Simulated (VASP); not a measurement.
Here is a VASP 6.6.1 calculation.

Contents of INCAR:

```
ALGO = Normal
EDIFF = 1E-7
ENCUT = 520
GGA = PS
ISIF = 2
ISMEAR = -1
LASPH = T
LCHARG = F
LREAL = F
LWAVE = F
NBANDS = 21
NELM = 80
PREC = Accurate
SIGMA = 0.03
```

Contents of KPOINTS:

```
k-points
0
Gamma
  14 14 8
```

POSCAR

```
Ru
1.0
    2.6510333155      0.0000000000      0.0000000000
   -1.3255166578      2.2958621976      0.0000000000
    0.0000000000      0.0000000000      4.1952333309
Ru
2
Direct
    0.3333333333      0.6666666667      0.2500000000
    0.6666666667      0.3333333333      0.7500000000
```

Potentials or basis: VASP PAW PBE potentials, release 64 (Ru_pv).

Command:

```bash
$ cat potpaw_PBE.64/Ru_pv/POTCAR > POTCAR
$ mpirun -np 1 vasp_std > vasp.out
```

Problem. Estimate the band gap on the k mesh.

Solution. Zero (band 14 reaches 15.67 eV, above the bottom of band 15 at 12.20 eV).

Problem. What does it give for the pressure?

Solution. 16.4 GPa.

Stress tensor (GPa, compression positive):
```
16.68  0.00  0.00
 0.00 16.68  0.00
 0.00  0.00 15.76
```

Caveat: the PAW data sets were made with another functional, which shifts forces and pressure a little.
